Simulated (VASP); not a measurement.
# LiCl (F-43m) in VASP: a series of runs, part 2 of 2

VASP 6.6.1. The steps go on from the part before.

### 4 Single point, HSE06

The input, POSCAR:

```
LiCl
1.0
    0.0000000000      2.7330425439      2.7330425439
    2.7330425439      0.0000000000      2.7330425439
    2.7330425439      2.7330425439      0.0000000000
Li Cl
1 1
Direct
    0.0000000000      0.0000000000      0.0000000000
    0.2500000000      0.2500000000      0.2500000000
```

The input, INCAR.step1:

```
SYSTEM = LiCl
PREC = Accurate
ENCUT = 520
EDIFF = 1E-5
ISMEAR = 0
SIGMA = 0.01
LREAL = .False.
LASPH = .True.
NELM = 80
ALGO = Normal
ISIF = 2
LWAVE = .True.
LCHARG = .False.
GGA = PE
NBANDS = 12
```

The input, INCAR.step2:

```
SYSTEM = LiCl
PREC = Accurate
ENCUT = 520
EDIFF = 1E-6
ISMEAR = 0
SIGMA = 0.01
LREAL = .False.
LASPH = .True.
NELM = 80
ALGO = Normal
ISIF = 2
LWAVE = .False.
LCHARG = .False.
GGA = PE
LHFCALC = .True.
HFSCREEN = 0.2079
PRECFOCK = Normal
ISTART = 1
NBANDS = 12
```

The input, KPOINTS:

```
regular mesh
0
Gamma
  4 4 4
  0 0 0
```

Potentials or basis: VASP PAW PBE potentials, release 64 (Li_sv, Cl).

The run is started by

```
$ cat potpaw_PBE.64/Li_sv/POTCAR potpaw_PBE.64/Cl/POTCAR > POTCAR
$ cp INCAR.step1 INCAR
$ mpirun -np 1 vasp_std > vasp.out
$ cp INCAR.step2 INCAR
$ mpirun -np 1 vasp_std > vasp.out
```

OUTCAR:

```text
SYSTEM = LiCl
   PREC = Accurate
   ENCUT = 520
   EDIFF = 1E-6
   ISMEAR = 0
   LREAL = .False.
   LASPH = .True.
   NELM = 80
   ISIF = 2
   GGA = PE
   LHFCALC = .True.
   HFSCREEN = 0.2079
   PRECFOCK = Normal
   ISTART = 1

 ion  position               nearest neighbor table
   1  0.000  0.000  0.000-   2 2.37   2 2.37   2 2.37   2 2.37
   2  0.250  0.250  0.250-   1 2.37   1 2.37   1 2.37   1 2.37

  LATTYP: Found a face centered cubic cell.
 ALAT       =     5.4660850878

  Lattice vectors:

 A1 = (   0.0000000000,   2.7330425439,   2.7330425439)
 A2 = (   2.7330425439,   0.0000000000,   2.7330425439)
 A3 = (   2.7330425439,   2.7330425439,   0.0000000000)

Analysis of symmetry for initial positions (statically):
=====================================================================
 Subroutine PRICEL returns:
 Original cell was already a primitive cell.

 Routine SETGRP: Setting up the symmetry group for a
 face centered cubic supercell.

 Subroutine GETGRP returns: Found 24 space group operations
 (whereof 24 operations were pure point group operations)
 out of a pool of 48 trial point group operations.

The static configuration has the point symmetry T_d .

Analysis of symmetry for dynamics (positions and initial velocities):
=====================================================================
 Subroutine PRICEL returns:
 Original cell was already a primitive cell.

 Routine SETGRP: Setting up the symmetry group for a
 face centered cubic supercell.

 Subroutine GETGRP returns: Found 24 space group operations
 (whereof 24 operations were pure point group operations)
 out of a pool of 48 trial point group operations.

The dynamic configuration has the point symmetry T_d .

 Subroutine INISYM returns: Found 24 space group operations
 (whereof 24 operations are pure point group operations),
 and found     1 'primitive' translations

[... 112 lines left out ...]
   ENCUTFOCK=  -1.0 apply spherical cutoff to Coloumb kernel
   IVDW    =     0    specifies the selected vdW correction
   LEPSILON=     F    determine dielectric tensor
   LRPA    =     F    only Hartree local field effects (RPA)
 non-spin polarized calculation
 Gauss-broadening in eV      SIGMA  =   0.01
  energy-cutoff  :      520.00
  volume of cell :       40.83
 maximum number of plane-waves:      1124
 NGX is ok and might be reduce to    30
  NGX = 24; NGY = 24; NGZ = 24

 number of electron      10.0000001 magnetization

 Free energy of the ion-electron system (eV)
  ---------------------------------------------------
  ext. energy  EPLUGINS =         0.00000000
  ---------------------------------------------------
  free energy    TOTEN  =        -8.49261258 eV

  energy without entropy =       -8.49261258  energy(sigma->0) =       -8.49261258

 E-fermi :  -2.0498     XC(G=0):  -6.4663

 val. band max:       -2.1378758270   @ k =   0.0000   0.0000   0.0000
 cond. band min:       5.2476103595   @ k =   0.0000   0.0000   0.0000
 fundamental gap:      7.3854861865
 Fermi energy:        -2.0497730870

 k-point     1 :       0.0000    0.0000    0.0000
  band No.  band energies     occupation
      1     -47.6824      2.00000
      2     -16.0739      2.00000
      3      -2.1379      2.00000
      4      -2.1379      2.00000
      5      -2.1379      2.00000
      6       5.2476      0.00000
      7       9.5888      0.00000
      8       9.5888      0.00000
      9       9.5888      0.00000
     10      14.0960      0.00000
     11      14.0960      0.00000
     12      17.1284      0.00000
[... 91 lines left out ...]
 k-point     8 :      -0.2500    0.5000    0.2500
  band No.  band energies     occupation
      1     -47.6801      2.00000
      2     -15.6403      2.00000
      3      -3.6470      2.00000
      4      -3.3645      2.00000
      5      -3.1758      2.00000
      6       7.3563      0.00000
      7      10.0940      0.00000
      8      10.2571      0.00000
      9      11.4437      0.00000
     10      13.7736      0.00000
     11      16.0959      0.00000
     12      16.6565      0.00000

------------------------ aborting loop because EDIFF is reached ----------------------------------------

  FORCE on cell =-STRESS in cart. coord.  units (eV):
  Direction    XX          YY          ZZ          XY          YZ          ZX
  --------------------------------------------------------------------------------------
  -------------------------------------------------------------------------------------
  Total        0.0422721      0.0422721      0.0422721     -0.0000000      0.0000000     -0.0000000
  in kB        1.6588043      1.6588043      1.6588043     -0.0000000      0.0000000     -0.0000000
  external PRESSURE =       1.6588043 kB  Pullay stress =       0.0000000 kB

 VOLUME and BASIS-vectors are now :
 -----------------------------------------------------------------------------
  energy-cutoff  :      520.00
  volume of cell :       40.83
      direct lattice vectors                 reciprocal lattice vectors
     0.000000000  2.733042544  2.733042544    -0.182946292  0.182946292  0.182946292
     2.733042544  0.000000000  2.733042544     0.182946292 -0.182946292  0.182946292
     2.733042544  2.733042544  0.000000000     0.182946292  0.182946292 -0.182946292

 POSITION                                       TOTAL-FORCE (eV/Angst)
 -----------------------------------------------------------------------------------
      0.00000      0.00000      0.00000         0.000000      0.000000     -0.000000
      1.36652      1.36652      1.36652        -0.000000     -0.000000      0.000000
 -----------------------------------------------------------------------------------
    total drift:                                0.000005      0.000001      0.000003

  FREE ENERGIE OF THE ION-ELECTRON SYSTEM (eV)
  ---------------------------------------------------
  free  energy   TOTEN  =        -8.4926125791 eV

  energy  without entropy=       -8.4926125791  energy(sigma->0) =       -8.49261258
```

OSZICAR.step1:

```text
N       E                     dE             d eps       ncg     rms          rms(c)
DAV:   1     0.423101477960E+02    0.42310E+02   -0.41684E+03   192   0.764E+02
DAV:   2    -0.471338063822E+01   -0.47024E+02   -0.45650E+02   240   0.142E+02
DAV:   3    -0.743637431259E+01   -0.27230E+01   -0.27126E+01   260   0.363E+01
DAV:   4    -0.753633430315E+01   -0.99960E-01   -0.99934E-01   280   0.691E+00
DAV:   5    -0.753702161968E+01   -0.68732E-03   -0.68731E-03   268   0.605E-01    0.232E+00
DAV:   6    -0.740906625776E+01    0.12796E+00   -0.28719E-01   220   0.227E+00    0.172E+00
DAV:   7    -0.741183321108E+01   -0.27670E-02   -0.79205E-02   224   0.133E+00    0.101E+00
DAV:   8    -0.742318203514E+01   -0.11349E-01   -0.13668E-02   216   0.721E-01    0.179E-01
DAV:   9    -0.742330589951E+01   -0.12386E-03   -0.22801E-04   280   0.106E-01    0.952E-02
DAV:  10    -0.742371139665E+01   -0.40550E-03   -0.62452E-04   224   0.136E-01    0.466E-02
DAV:  11    -0.742370925525E+01    0.21414E-05   -0.14575E-05   280   0.233E-02
   1 F= -.74237093E+01 E0= -.74237093E+01  d E =-.473675E-42
```

It took 41 s on 1 thread of Intel Xeon 6975P-C (Granite Rapids), shared host; peak memory 0.26 GiB.

Results:

- Free energy: -8.4926 eV
- Band gap on the k mesh: 7.39 eV

Caveat: the k points lie up to 0.50 Å⁻¹ apart; the cutoff is under 1.25 times the usual one of these potentials, so pressure, stress and relaxed cells hold a basis-set (Pulay) error; the structure was generated, so it needn't be the stable form of LiCl; the PAW data sets were made with another functional, which shifts forces and pressure a little.

### 5 Overview

```tsv
level	smearing	share of exact exchange	screening parameter	gap on the mesh (eV)
PBE-based screened hybrid with 100 % exact exchange	gaussian 0.01 eV	1	0.1 1/Å	12.97
HSE06	methfessel-paxton 0.5 eV	0.25	0.2079 1/Å	7.36
HSE06	gaussian 0.01 eV	0.25	0.2079 1/Å	7.39
```

Alike in all rows: task single point; potentials or basis VASP PAW PBE potentials, release 64 (Li_sv, Cl); no spin polarisation; cell as given; k mesh 4 × 4 × 4; cutoff (eV) 520.

Caveats: all runs use coarse meshes; the cutoff is under 1.25 times the usual one of these potentials, so pressure, stress and relaxed cells hold a basis-set (Pulay) error; the structure was generated, so it needn't be the stable form of LiCl; the PAW data sets were made with another functional, which shifts forces and pressure a little; so wide a smearing shifts energies and pressures (at least some runs).

Total energies depend on the potentials used, so only differences within one code and one set of settings carry meaning.
